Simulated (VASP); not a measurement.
# Ti in VASP: further runs

Runs on Ti. Level: PBE. Tasks: single point.

Everything below comes from runs of VASP 6.6.1. Logs are shortened: lines on timing, memory, paths and dates and some standing lists are left out, and cuts for length are marked.

## Step 1: The cell of the first run

The structure is cubic, space group Im-3m (No. 229). The conventional cell has a = 3.346 Å, b = 3.346 Å, c = 3.346 Å, α = 90.00°, β = 90.00°, γ = 90.00°. Ti (site symmetry m-3m) has 14 Ti at 2.90 to 3.35 Å within 3.8 Å.

## Step 2: Single point, PBE (volume scaled by 1.06)

INCAR

```
SYSTEM = Ti
ALGO = Normal ; EDIFF = 1E-6
ENCUT = 520 ; GGA = PE
ISIF = 2 ; ISMEAR = -1
LASPH = .TRUE. ; LCHARG = .FALSE.
LREAL = .FALSE. ; LWAVE = .FALSE.
NBANDS = 12 ; NELM = 80
PREC = Accurate ; SIGMA = 0.05
```

KPOINTS

```
k-points
0
G
  11 11 11
  0 0 0
```

POSCAR

```
Ti
1.0
   -1.6731846416      1.6731846416      1.6731846416
    1.6731846416     -1.6731846416      1.6731846416
    1.6731846416      1.6731846416     -1.6731846416
Ti
1
Direct
    0.0000000000      0.0000000000      0.0000000000
```

Potentials or basis: VASP PAW PBE potentials, release 64 (Ti_sv).

The run is started by

```
cat potpaw_PBE.64/Ti_sv/POTCAR > POTCAR
mpirun -np 1 vasp_std > vasp.out
```

OUTCAR:

```text
SYSTEM = Ti
   EDIFF = 1E-6
   ENCUT = 520
   GGA = PE
   ISIF = 2
   ISMEAR = -1
   LASPH = .TRUE.
   LREAL = .FALSE.
   NELM = 80
   PREC = Accurate

 ion  position               nearest neighbor table
   1  0.000  0.000  0.000-

  LATTYP: Found a body centered cubic cell.
 ALAT       =     3.3463692832

  Lattice vectors:

 A1 = (  -1.6731846416,   1.6731846416,   1.6731846416)
 A2 = (   1.6731846416,  -1.6731846416,   1.6731846416)
 A3 = (   1.6731846416,   1.6731846416,  -1.6731846416)

Analysis of symmetry for initial positions (statically):
=====================================================================
 Subroutine PRICEL returns:
 Original cell was already a primitive cell.

 Routine SETGRP: Setting up the symmetry group for a
 body centered cubic supercell.

 Subroutine GETGRP returns: Found 48 space group operations
[... 9 lines left out ...]

 Routine SETGRP: Setting up the symmetry group for a
 body centered cubic supercell.

 Subroutine GETGRP returns: Found 48 space group operations
[... 11 lines left out ...]
                                     Primitive cell

  volume of cell :      18.7366

  direct lattice vectors                    reciprocal lattice vectors
    -1.673184642  1.673184642  1.673184642     0.000000000  0.298831335  0.298831335
     1.673184642 -1.673184642  1.673184642     0.298831335  0.000000000  0.298831335
     1.673184642  1.673184642 -1.673184642     0.298831335  0.298831335  0.000000000

  length of vectors
     2.898040810  2.898040810  2.898040810     0.422611327  0.422611327  0.422611327

  position of ions in fractional coordinates (direct lattice)
     0.000000000  0.000000000  0.000000000

  ion indices of the primitive-cell ions
   primitive index   ion index
                 1           1

----------------------------------------------------------------------------------------

 KPOINTS: k-points

Automatic generation of k-mesh.
 Grid dimensions read from file:
 generate k-points for:   11   11   11

 Generating k-lattice:

  Cartesian coordinates                     Fractional coordinates (reciprocal lattice)
     0.000000000  0.027166485  0.027166485     0.090909091  0.000000000  0.000000000
     0.027166485  0.000000000  0.027166485     0.000000000  0.090909091  0.000000000
     0.027166485  0.027166485  0.000000000     0.000000000  0.000000000  0.090909091

  Length of vectors
     0.038419212  0.038419212  0.038419212

  Shift w.r.t. Gamma in fractional coordinates (k-lattice)
     0.000000000  0.000000000  0.000000000

 Subroutine IBZKPT returns following result:
 ===========================================

 Found     56 irreducible k-points:

 Following reciprocal coordinates:
            Coordinates               Weight
  0.000000  0.000000  0.000000      1.000000
  0.090909  0.000000  0.000000     12.000000
  0.181818  0.000000  0.000000     12.000000
  0.272727  0.000000  0.000000     12.000000
  0.363636  0.000000  0.000000     12.000000
  0.454545  0.000000  0.000000     12.000000
[... 16 lines left out ...]
  0.272727  0.181818  0.090909     48.000000
  0.363636  0.181818  0.090909     24.000000
 [... further k-points ...]
   k-points           NKPTS =     56   k-points in BZ     NKDIM =     56   number of bands    NBANDS=     12
   number of dos      NEDOS =    301   number of ions     NIONS =      1
   total plane-waves  NPLWV =  13824
   dimension x,y,z NGX =    24 NGY =   24 NGZ =   24
   dimension x,y,z NGXF=    48 NGYF=   48 NGZF=   48
   ions per type =               1
   NGX,Y,Z   is equivalent  to a cutoff of  13.77, 13.77, 13.77 a.u.
   NGXF,Y,Z  is equivalent  to a cutoff of  27.54, 27.54, 27.54 a.u.
 SYSTEM =  Ti
   PREC   = accura    normal or accurate (medium, high low for compatibility)
   ISTART =      0    job   : 0-new  1-cont  2-samecut
   ICHARG =      2    charge: 1-file 2-atom 10-const
   ISPIN  =      1    spin polarized calculation?
   LNONCOLLINEAR =      F non collinear calculations
   LSORBIT =      F    spin-orbit coupling
   LASPH  =      T    aspherical Exc in radial PAW
   ENCUT  =  520.0 eV  38.22 Ry    6.18 a.u.   5.39  5.39  5.39*2*pi/ulx,y,z
   NELM   =     80;   NELMIN=  2; NELMDL= -5     # of ELM steps
   EDIFF  = 0.1E-05   stopping-criterion for ELM
   LREAL  =      F    real-space projection
   EDIFFG = 0.1E-04   stopping-criterion for IOM
   NSW    =      0    number of steps for IOM
   IBRION =     -1    ionic relax: 0-MD 1-quasi-New 2-CG
   NFREE  =      0    steps in history (QN), initial steepest desc. (CG)
   ISIF   =      2    stress and relaxation
   ISYM   =      2    0-nonsym 1-usesym 2-fastsym
   POTIM  = 0.5000    time-step for ionic-motion
   TEBEG  =    0.0;   TEEND  =   0.0 temperature during run
   PSTRESS=    0.0 pullay stress
   NELECT =      12.0000    total number of electrons
   NUPDOWN=      -1.0000    fix difference up-down
   EMIN   =  10.00;   EMAX   =-10.00  energy-range for DOS
   EFERMI =   0.00;   METHOD = LEGACY
   ISMEAR =    -1;   SIGMA  =   0.05  broadening in eV -4-tet -1-fermi 0-gaus
   EFERMI_NEDOS =   21; number of points for ismear=-14 and -15
   IALGO  =     38    algorithm
   IMIX   =      4    mixing-type and parameters
     AMIX     =   0.40;   BMIX     =  1.00
     AMIX_MAG =   1.60;   BMIX_MAG =  1.00
  volume/ion in A,a.u.               =      18.74       126.44
  Fermi-wavevector in a.u.,A,eV,Ry     =   1.411144  2.666676 27.093660  1.991328
  Thomas-Fermi vector in A             =   2.533026
   LORBIT       =      0    0 simple, 1 ext, 2 COOP (PROOUT), +10 PAW based schemes
   GGA     = PE    functional components
   LHFCALC =     F    Hartree Fock is set to
   AEXX    =    0.0000 exact exchange contribution
   IVDW    =     0    specifies the selected vdW correction
   LEPSILON=     F    determine dielectric tensor
   LRPA    =     F    only Hartree local field effects (RPA)
 non-spin polarized calculation
  energy-cutoff  :      520.00
  volume of cell :       18.74
 maximum number of plane-waves:       531
 NGX is ok and might be reduce to    24
   NGX = 11   NGY = 11   NGZ = 11

 number of electron      12.0000002 magnetization

 Free energy of the ion-electron system (eV)
  ---------------------------------------------------
  ext. energy  EPLUGINS =         0.00000000
  ---------------------------------------------------
  free energy    TOTEN  =        -7.69453150 eV

  energy without entropy =       -7.66978552  energy(sigma->0) =       -7.68215851

 E-fermi :   7.3203     XC(G=0): -11.1421

 val. band max:        7.3096505485   @ k =  -0.3636  -0.4545   0.0909
 cond. band min:       7.3275273637   @ k =   0.1818   0.0909   0.0909
 fundamental gap:      0.0178768152
 Fermi energy:         7.3203045692

 k-point     1 :       0.0000    0.0000    0.0000
  band No.  band energies     occupation
      1     -49.3599      2.00000
      2     -25.2942      2.00000
      3     -25.2942      2.00000
      4     -25.2942      2.00000
      5       1.5426      2.00000
      6       8.2417      0.00000
      7       8.2417      0.00000
      8       8.2417      0.00000
      9       9.8395      0.00000
     10       9.8395      0.00000
     11      24.1966      0.00000
     12      24.1966      0.00000

 k-point     2 :       0.0909    0.0000    0.0000
  band No.  band energies     occupation
      1     -49.3523      2.00000
      2     -25.3371      2.00000
      3     -25.3076      2.00000
      4     -25.2943      2.00000
      5       1.8047      2.00000
      6       8.1288      0.00000
      7       8.2052      0.00000
      8       8.4258      0.00000
      9       9.7179      0.00000
     10       9.8471      0.00000
     11      23.6570      0.00000
     12      24.1099      0.00000

 k-point     3 :       0.1818    0.0000    0.0000
  band No.  band energies     occupation
      1     -49.3319      2.00000
      2     -25.4510      2.00000
      3     -25.3437      2.00000
      4     -25.2948      2.00000
      5       2.5457      2.00000
      6       7.8398      0.00006
      7       8.0095      0.00000
      8       8.9494      0.00000
      9       9.5595      0.00000
     10       9.8797      0.00000
     11      22.0179      0.00000
     12      23.4093      0.00000

 k-point     4 :       0.2727    0.0000    0.0000
  band No.  band energies     occupation
      1     -49.3052      2.00000
      2     -25.5976      2.00000
      3     -25.3906      2.00000
      4     -25.2955      2.00000
      5       3.6014      2.00000
      6       7.4883      0.06720
      7       7.6827      0.00142
      8       9.6057      0.00000
      9       9.7172      0.00000
     10       9.9505      0.00000
     11      19.6286      0.00000
     12      22.1267      0.00000

 k-point     5 :       0.3636    0.0000    0.0000
  band No.  band energies     occupation
      1     -49.2805      2.00000
      2     -25.7298      2.00000
      3     -25.4333      2.00000
      4     -25.2961      2.00000
      5       4.5789      2.00000
      6       7.1877      1.86822
      7       7.6590      0.00228
      8       9.7489      0.00000
      9      10.0471      0.00000
     10      10.5402      0.00000
     11      17.2122      0.00000
     12      20.9672      0.00000
[... 228 lines left out ...]
      1     -49.3449      2.00000
      2     -25.3510      2.00000
      3     -25.3213      2.00000
      4     -25.3213      2.00000
      5       2.0610      2.00000
      6       8.2051      0.00000
      7       8.2051      0.00000
      8       8.4291      0.00000
      9       9.4219      0.00000
     10       9.9889      0.00000
     11      23.1609      0.00000
     12      24.4683      0.00000

 k-point    22 :       0.1818    0.1818    0.0909
  band No.  band energies     occupation
      1     -49.2788      2.00000
      2     -25.6964      2.00000
      3     -25.4236      2.00000
      4     -25.3609      2.00000
      5       5.0676      2.00000
      6       6.9670      1.99829
      7       7.0726      1.98600
      8       9.8404      0.00000
      9      10.0557      0.00000
     10      11.3392      0.00000
     11      18.6814      0.00000
     12      18.8173      0.00000

 k-point    23 :       0.2727    0.1818    0.0909
  band No.  band energies     occupation
      1     -49.2644      2.00000
      2     -25.7211      2.00000
      3     -25.4924      2.00000
      4     -25.3731      2.00000
      5       5.8212      2.00000
      6       6.8203      1.99991
      7       7.0803      1.98366
      8       9.9403      0.00000
      9      10.1410      0.00000
     10      12.3939      0.00000
     11      16.4087      0.00000
     12      17.9943      0.00000

 k-point    24 :       0.3636    0.1818    0.0909
  band No.  band energies     occupation
      1     -49.2591      2.00000
      2     -25.7221      2.00000
      3     -25.5274      2.00000
      4     -25.3764      2.00000
      5       5.9616      2.00000
      6       6.7915      1.99995
      7       7.2942      1.25542
      8       9.9924      0.00000
      9      10.1657      0.00000
     10      13.1071      0.00000
     11      15.1585      0.00000
     12      17.7010      0.00000

 [... further k-points ...]
[... 5 lines left out ...]
  --------------------------------------------------------------------------------------
  -------------------------------------------------------------------------------------
  Total       -0.9046786     -0.9046786     -0.9046786      0.0000000      0.0000000     -0.0000000
  in kB      -77.3594358    -77.3594358    -77.3594358      0.0000000      0.0000000     -0.0000000
  external PRESSURE =     -77.3594358 kB  Pullay stress =       0.0000000 kB

 VOLUME and BASIS-vectors are now :
 -----------------------------------------------------------------------------
  energy-cutoff  :      520.00
  volume of cell :       18.74
      direct lattice vectors                 reciprocal lattice vectors
    -1.673184642  1.673184642  1.673184642     0.000000000  0.298831335  0.298831335
     1.673184642 -1.673184642  1.673184642     0.298831335  0.000000000  0.298831335
     1.673184642  1.673184642 -1.673184642     0.298831335  0.298831335  0.000000000

 POSITION                                       TOTAL-FORCE (eV/Angst)
 -----------------------------------------------------------------------------------
      0.00000      0.00000      0.00000        -0.000000     -0.000000      0.000000
 -----------------------------------------------------------------------------------
    total drift:                                0.000000      0.000000     -0.000000

  FREE ENERGIE OF THE ION-ELECTRON SYSTEM (eV)
  ---------------------------------------------------
  free  energy   TOTEN  =        -7.6945315006 eV

  energy  without entropy=       -7.6697855233  energy(sigma->0) =       -7.68215851
```

Run time: 15 s. Hardware: 1 thread of Intel Xeon 8259CL, shared host; peak memory 0.14 GiB.

What came out:

* Free energy: -7.6945 eV
* Pressure: -7.7 GPa
* Band gap on the k mesh: zero (band 6 reaches 8.25 eV, above the bottom of band 7 at 6.79 eV)

## Step 3: Single point, PBE (the cell strained at random)

INCAR

```
  PREC = Accurate
  ENCUT = 520
  EDIFF = 1E-6
  ISMEAR = -1
  SIGMA = 0.05
  LREAL = F
  LASPH = T
  NELM = 60
  ALGO = Fast
  ISIF = 2
  LWAVE = F
  LCHARG = F
  GGA = PE
  NBANDS = 12
```

KPOINTS

```
regular mesh
0
Gamma
  11 11 11
```

POSCAR

```
Ti
1.0
   -1.6651410000      1.6614080000      1.5991130000
    1.6803890000     -1.7050710000      1.6580240000
    1.6045370000      1.6444670000     -1.6427760000
Ti
1
Direct
   -0.0072040000      0.0071160000      0.0068240000
```

Potentials or basis: VASP PAW PBE potentials, release 64 (Ti_sv).

The run is started by

```
cat potpaw_PBE.64/Ti_sv/POTCAR > POTCAR
mpirun -np 1 vasp_std > vasp.out
```

Run time: 4.9 min. Hardware: 1 thread of Intel Xeon 8259CL, shared host; peak memory 0.25 GiB.

It converged, with:

| Quantity | Value |
| --- | --- |
| Free energy | -7.7259 eV |
| Pressure | -2.7 GPa |
| Band gap on the k mesh | zero (band 6 reaches 8.78 eV, above the bottom of band 7 at 7.33 eV) |

Stress tensor (GPa, compression positive):
```
-2.66  1.30 -0.59
 1.30 -2.28  0.98
-0.59  0.98 -3.08
```

Levels at points of the mesh, in eV from the Fermi level:
```
           k point  band 4  band 5  band 6  band 7  band 8  band 9
(0.00, 0.00, 0.00)  -32.40   -5.91    0.79    0.88    1.23    2.67
```

Caveat: the cell differs from its parent crystal (the cell strained at random).
